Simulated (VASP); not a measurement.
# KBr (Immm) in VASP: further runs

Runs on KBr. Level: PBE. Tasks: single point.

All numbers are computed with VASP 6.6.1; they aren't measurements. Logs are shortened: lines on timing, memory, paths and dates and some standing lists are left out, and cuts for length are marked.

### 1 The cell of the first run

The structure is orthorhombic, space group Immm (No. 71). The conventional cell has a = 4.569 Å, b = 4.744 Å, c = 6.585 Å, α = 90.00°, β = 90.00°, γ = 90.00°. Within 4.3 Å of K (site symmetry mmm) lie 6 Br at 3.29 Å. Within 4.3 Å of Br (site symmetry mmm) lie 6 K at 3.29 Å.

### 2 Single point, PBE (strain +0.0375 x Voigt [0, 0, 0, 0, 1, 0])

Input file INCAR:

```
SYSTEM = KBr
ALGO = Normal
EDIFF = 1E-6
ENCUT = 520
GGA = PE
ISIF = 2
ISMEAR = 0
LASPH = .TRUE.
LCHARG = .FALSE.
LREAL = .FALSE.
LWAVE = .FALSE.
NBANDS = 15
NELM = 100
PREC = Accurate
SIGMA = 0.05
```

Input file KPOINTS:

```
k-points
0
G
  6 6 6
  0 0 0
```

Input file POSCAR:

```
KBr
1.0
    0.0617343750      3.2925000000      3.2925000000
    3.3542343750      0.0000000000      3.3542343750
    3.2925000000      3.2925000000      0.0617343750
K Br
1 1
Direct
    0.0000000000      0.0000000000      0.0000000000
    0.5000000000      0.5000000000      0.5000000000
```

Potentials or basis: VASP PAW PBE potentials, release 64 (K_sv, Br).

Command:

```console
cat potpaw_PBE.64/K_sv/POTCAR potpaw_PBE.64/Br/POTCAR > POTCAR
mpirun -np 1 vasp_std > vasp.out
```

OUTCAR:

```text
SYSTEM = KBr
   EDIFF = 1E-6
   ENCUT = 520
   GGA = PE
   ISIF = 2
   ISMEAR = 0
   LASPH = .TRUE.
   LREAL = .FALSE.
   NELM = 100
   PREC = Accurate

 ion  position               nearest neighbor table
   1  0.000  0.000  0.000-   2 3.29   2 3.29   2 3.29   2 3.29   2 3.29   2 3.29
   2  0.500  0.500  0.500-   1 3.29   1 3.29   1 3.29   1 3.29   1 3.29   1 3.29

  LATTYP: Found a body centered orthorhombic cell.
 ALAT       =     4.5689925637
 B/A-ratio  =     1.0382165605
 C/A-ratio  =     1.4412367515

  Lattice vectors:

 A1 = (   0.0617343750,  -3.2925000000,   3.2925000000)
 A2 = (  -0.0617343750,  -3.2925000000,  -3.2925000000)
 A3 = (   3.2925000000,   3.2925000000,   0.0617343750)

Analysis of symmetry for initial positions (statically):
=====================================================================
 Subroutine PRICEL returns:
 Original cell was already a primitive cell.

 Routine SETGRP: Setting up the symmetry group for a
 body centered orthorhombic supercell.

 Subroutine GETGRP returns: Found  8 space group operations
 (whereof  8 operations were pure point group operations)
 out of a pool of  8 trial point group operations.

The static configuration has the point symmetry D_2h.

Analysis of symmetry for dynamics (positions and initial velocities):
=====================================================================
 Subroutine PRICEL returns:
 Original cell was already a primitive cell.

 Routine SETGRP: Setting up the symmetry group for a
 body centered orthorhombic supercell.

 Subroutine GETGRP returns: Found  8 space group operations
 (whereof  8 operations were pure point group operations)
 out of a pool of  8 trial point group operations.

The dynamic configuration has the point symmetry D_2h.

 Subroutine INISYM returns: Found  8 space group operations
 (whereof  8 operations are pure point group operations),
 and found     1 'primitive' translations

----------------------------------------------------------------------------------------

                                     Primitive cell

  volume of cell :      71.3600

  direct lattice vectors                    reciprocal lattice vectors
     0.061734375  3.292500000  3.292500000    -0.154762077  0.151860289  0.154762077
     3.354234375  0.000000000  3.354234375     0.149065314 -0.151860289  0.149065314
     3.292500000  3.292500000  0.061734375     0.154762077  0.151860289 -0.154762077

  length of vectors
     4.656707381  4.743603745  4.656707381     0.266390969  0.259812399  0.266390969

  position of ions in fractional coordinates (direct lattice)
     0.000000000  0.000000000  0.000000000
     0.500000000  0.500000000  0.500000000

  ion indices of the primitive-cell ions
   primitive index   ion index
                 1           1
                 2           2

----------------------------------------------------------------------------------------

 KPOINTS: k-points

Automatic generation of k-mesh.
 Grid dimensions read from file:
 generate k-points for:    6    6    6

 Generating k-lattice:

  Cartesian coordinates                     Fractional coordinates (reciprocal lattice)
    -0.025793680  0.025310048  0.025793680     0.166666667  0.000000000  0.000000000
     0.024844219 -0.025310048  0.024844219    -0.000000000  0.166666667 -0.000000000
     0.025793680  0.025310048 -0.025793680     0.000000000  0.000000000  0.166666667

  Length of vectors
     0.044398495  0.043302067  0.044398495

  Shift w.r.t. Gamma in fractional coordinates (k-lattice)
     0.000000000  0.000000000  0.000000000

 Subroutine IBZKPT returns following result:
 ===========================================

 Found     46 irreducible k-points:

 Following reciprocal coordinates:
            Coordinates               Weight
  0.000000  0.000000  0.000000      1.000000
  0.166667  0.000000 -0.000000      4.000000
  0.333333  0.000000 -0.000000      4.000000
  0.500000  0.000000 -0.000000      2.000000
  0.000000  0.166667  0.000000      4.000000
  0.166667  0.166667 -0.000000      4.000000
[... 16 lines left out ...]
  0.500000  0.000000  0.166667      4.000000
 -0.333333  0.000000  0.166667      4.000000
 [... further k-points ...]
   k-points           NKPTS =     46   k-points in BZ     NKDIM =     46   number of bands    NBANDS=     15
   number of dos      NEDOS =    301   number of ions     NIONS =      2
   total plane-waves  NPLWV =  46656
   dimension x,y,z NGX =    36 NGY =   36 NGZ =   36
   dimension x,y,z NGXF=    72 NGYF=   72 NGZF=   72
   ions per type =               1   1
   NGX,Y,Z   is equivalent  to a cutoff of  12.85, 12.62, 12.85 a.u.
   NGXF,Y,Z  is equivalent  to a cutoff of  25.70, 25.23, 25.70 a.u.
 SYSTEM =  KBr
   PREC   = accura    normal or accurate (medium, high low for compatibility)
   ISTART =      0    job   : 0-new  1-cont  2-samecut
   ICHARG =      2    charge: 1-file 2-atom 10-const
   ISPIN  =      1    spin polarized calculation?
   LNONCOLLINEAR =      F non collinear calculations
   LSORBIT =      F    spin-orbit coupling
   LASPH  =      T    aspherical Exc in radial PAW
   ENCUT  =  520.0 eV  38.22 Ry    6.18 a.u.   8.66  8.82  8.66*2*pi/ulx,y,z
   NELM   =    100;   NELMIN=  2; NELMDL= -5     # of ELM steps
   EDIFF  = 0.1E-05   stopping-criterion for ELM
   LREAL  =      F    real-space projection
   EDIFFG = 0.1E-04   stopping-criterion for IOM
   NSW    =      0    number of steps for IOM
   IBRION =     -1    ionic relax: 0-MD 1-quasi-New 2-CG
   NFREE  =      0    steps in history (QN), initial steepest desc. (CG)
   ISIF   =      2    stress and relaxation
   ISYM   =      2    0-nonsym 1-usesym 2-fastsym
   POTIM  = 0.5000    time-step for ionic-motion
   TEBEG  =    0.0;   TEEND  =   0.0 temperature during run
   PSTRESS=    0.0 pullay stress
   NELECT =      16.0000    total number of electrons
   NUPDOWN=      -1.0000    fix difference up-down
   EMIN   =  10.00;   EMAX   =-10.00  energy-range for DOS
   EFERMI =   0.00;   METHOD = LEGACY
   ISMEAR =     0;   SIGMA  =   0.05  broadening in eV -4-tet -1-fermi 0-gaus
   EFERMI_NEDOS =   21; number of points for ismear=-14 and -15
   IALGO  =     38    algorithm
   IMIX   =      4    mixing-type and parameters
     AMIX     =   0.40;   BMIX     =  1.00
     AMIX_MAG =   1.60;   BMIX_MAG =  1.00
  volume/ion in A,a.u.               =      35.68       240.78
  Fermi-wavevector in a.u.,A,eV,Ry     =   0.994558  1.879441 13.458133  0.989145
  Thomas-Fermi vector in A             =   2.126517
   LORBIT       =      0    0 simple, 1 ext, 2 COOP (PROOUT), +10 PAW based schemes
   GGA     = PE    functional components
   LHFCALC =     F    Hartree Fock is set to
   AEXX    =    0.0000 exact exchange contribution
   IVDW    =     0    specifies the selected vdW correction
   LEPSILON=     F    determine dielectric tensor
   LRPA    =     F    only Hartree local field effects (RPA)
 non-spin polarized calculation
 Gauss-broadening in eV      SIGMA  =   0.05
  energy-cutoff  :      520.00
  volume of cell :       71.36
 maximum number of plane-waves:      1938
 NGX is ok and might be reduce to    36
   NGX = 17   NGY = 17   NGZ = 17

 number of electron      16.0000000 magnetization

 Free energy of the ion-electron system (eV)
  ---------------------------------------------------
  ext. energy  EPLUGINS =         0.00000000
  ---------------------------------------------------
  free energy    TOTEN  =        -6.21087241 eV

  energy without entropy =       -6.21087241  energy(sigma->0) =       -6.21087241

 E-fermi :  -1.4377     XC(G=0):  -7.3997

 val. band max:       -1.6661292331   @ k =   0.0000   0.0000   0.0000
 cond. band min:       2.7390107118   @ k =   0.0000   0.0000   0.0000
 fundamental gap:      4.4051399448
 Fermi energy:        -1.4376883767

 k-point     1 :       0.0000    0.0000    0.0000
  band No.  band energies     occupation
      1     -29.4806      2.00000
      2     -14.0111      2.00000
      3     -12.9599      2.00000
      4     -12.9583      2.00000
      5     -12.9564      2.00000
      6      -1.7495      2.00000
      7      -1.7116      2.00000
      8      -1.6661      2.00000
      9       2.7390      0.00000
     10       5.7480      0.00000
     11       5.8970      0.00000
     12       6.0451      0.00000
     13       6.7228      0.00000
     14       6.7306      0.00000
     15       9.9118      0.00000

 k-point     2 :       0.1667    0.0000   -0.0000
  band No.  band energies     occupation
      1     -29.4790      2.00000
      2     -14.0602      2.00000
      3     -12.9610      2.00000
      4     -12.9576      2.00000
      5     -12.8922      2.00000
      6      -2.0601      2.00000
      7      -1.8435      2.00000
      8      -1.7911      2.00000
      9       3.4091      0.00000
     10       5.8156      0.00000
     11       6.0844      0.00000
     12       6.2820      0.00000
     13       7.0820      0.00000
     14       7.0965      0.00000
     15      10.8696      0.00000

 k-point     3 :       0.3333    0.0000   -0.0000
  band No.  band energies     occupation
      1     -29.4758      2.00000
      2     -14.1447      2.00000
      3     -12.9653      2.00000
      4     -12.9599      2.00000
      5     -12.7711      2.00000
      6      -2.6501      2.00000
      7      -2.0196      2.00000
      8      -1.9690      2.00000
      9       4.5132      0.00000
     10       6.0699      0.00000
     11       6.9816      0.00000
     12       7.1744      0.00000
     13       7.9603      0.00000
     14       8.0353      0.00000
     15       9.8683      0.00000
[... 343 lines left out ...]
 k-point    23 :       0.5000    0.0000    0.1667
  band No.  band energies     occupation
      1     -29.4740      2.00000
      2     -14.1253      2.00000
      3     -12.9836      2.00000
      4     -12.9697      2.00000
      5     -12.7791      2.00000
      6      -2.7329      2.00000
      7      -2.1308      2.00000
      8      -2.0907      2.00000
      9       5.0561      0.00000
     10       6.2083      0.00000
     11       7.6292      0.00000
     12       7.9216      0.00000
     13       8.1360      0.00000
     14       8.2842      0.00000
     15       9.3214      0.00000

 k-point    24 :      -0.3333    0.0000    0.1667
  band No.  band energies     occupation
      1     -29.4743      2.00000
      2     -14.1275      2.00000
      3     -12.9883      2.00000
      4     -12.9612      2.00000
      5     -12.7768      2.00000
      6      -2.7141      2.00000
      7      -2.0932      2.00000
      8      -2.0857      2.00000
      9       5.0851      0.00000
     10       6.0196      0.00000
     11       7.2861      0.00000
     12       7.3518      0.00000
     13       8.1153      0.00000
     14       8.8475      0.00000
     15       9.4228      0.00000

 [... further k-points ...]
[... 5 lines left out ...]
  --------------------------------------------------------------------------------------
  -------------------------------------------------------------------------------------
  Total        0.3898752      0.3857805      0.3898752      0.0000000      0.0000000     -0.0822678
  in kB        8.7534965      8.6615617      8.7534965      0.0000000      0.0000000     -1.8470795
  external PRESSURE =       8.7228516 kB  Pullay stress =       0.0000000 kB

 VOLUME and BASIS-vectors are now :
 -----------------------------------------------------------------------------
  energy-cutoff  :      520.00
  volume of cell :       71.36
      direct lattice vectors                 reciprocal lattice vectors
     0.061734375  3.292500000  3.292500000    -0.154762077  0.151860289  0.154762077
     3.354234375  0.000000000  3.354234375     0.149065314 -0.151860289  0.149065314
     3.292500000  3.292500000  0.061734375     0.154762077  0.151860289 -0.154762077

 POSITION                                       TOTAL-FORCE (eV/Angst)
 -----------------------------------------------------------------------------------
      0.00000      0.00000      0.00000         0.000000      0.000000      0.000000
      3.35423      3.29250      3.35423        -0.000000     -0.000000     -0.000000
 -----------------------------------------------------------------------------------
    total drift:                                0.000000      0.000000      0.000000

  FREE ENERGIE OF THE ION-ELECTRON SYSTEM (eV)
  ---------------------------------------------------
  free  energy   TOTEN  =        -6.2108724085 eV

  energy  without entropy=       -6.2108724085  energy(sigma->0) =       -6.21087241
```

It took 17 s on 1 thread of Intel Xeon 6975P-C (Granite Rapids), shared host; peak memory 0.23 GiB.

Results:

| Property | Result |
| --- | --- |
| Free energy | -6.2109 eV |
| Pressure | 0.9 GPa |
| Band gap on the k mesh | 4.41 eV, direct |

Caveat: the cell differs from its parent crystal (strain +0.0375 x Voigt [0, 0, 0, 0, 1, 0]).

### 3 Single point, PBE (strain +0.0125 x Voigt [0, 0, 0, 0, 1, 0])

Input file INCAR:

```
PREC = Accurate ; ENCUT = 520
EDIFF = 1E-6 ; ISMEAR = 0
SIGMA = 0.05 ; LREAL = F
LASPH = T ; NELM = 100
ALGO = Normal ; ISIF = 2
LWAVE = F ; LCHARG = F
GGA = PE ; NBANDS = 15
```

Input file KPOINTS:

```
regular mesh
0
Gamma
  6 6 6
```

Input file POSCAR:

```
KBr
1.0
    0.0205781250      3.2925000000      3.2925000000
    3.3130781250      0.0000000000      3.3130781250
    3.2925000000      3.2925000000      0.0205781250
K Br
1 1
Direct
    0.0000000000      0.0000000000      0.0000000000
    0.5000000000      0.5000000000      0.5000000000
```

Potentials or basis: VASP PAW PBE potentials, release 64 (K_sv, Br).

Command:

```console
cat potpaw_PBE.64/K_sv/POTCAR potpaw_PBE.64/Br/POTCAR > POTCAR
mpirun -np 1 vasp_std > vasp.out
```

Wall time 16 s (1 thread of Intel Xeon 6975P-C (Granite Rapids), shared host); peak memory 0.23 GiB.

Results (log left out):

```yaml
Free_energy: -6.2124 eV
Pressure: 0.9 GPa
Band_gap_on_the_k_mesh: 4.44 eV, direct
```

Stress tensor (GPa, compression positive):
```
 0.87  0.00 -0.06
 0.00  0.87  0.00
-0.06  0.00  0.87
```

Levels at points of the mesh, in eV from the valence-band top:
| k point | band 4 | band 5 | band 6 | band 7 | band 8 | band 9 | band 10 | band 11 | band 12 | band 13 |
| --- | --- | --- | --- | --- | --- | --- | --- | --- | --- | --- |
| (0.00, 0.00, 0.00) | -11.26 | -11.26 | -0.03 | -0.01 | 0.00 | 4.44 | 7.54 | 7.59 | 7.64 | 8.42 |
| (0.50, 0.00, 0.00) | -11.26 | -11.01 | -1.20 | -0.37 | -0.35 | 6.59 | 8.26 | 9.75 | 9.81 | 10.03 |
| (0.00, 0.50, 0.00) | -11.26 | -11.00 | -1.21 | -0.35 | -0.33 | 6.59 | 8.23 | 9.72 | 9.79 | 10.07 |
| (0.50, 0.50, 0.00) | -11.30 | -11.30 | -0.83 | -0.30 | -0.30 | 5.84 | 7.21 | 9.36 | 9.53 | 9.68 |
| (0.50, 0.00, 0.50) | -11.30 | -11.30 | -0.83 | -0.32 | -0.28 | 5.84 | 7.21 | 9.37 | 9.53 | 9.68 |

Caveat: the cell differs from its parent crystal (strain +0.0125 x Voigt [0, 0, 0, 0, 1, 0]).
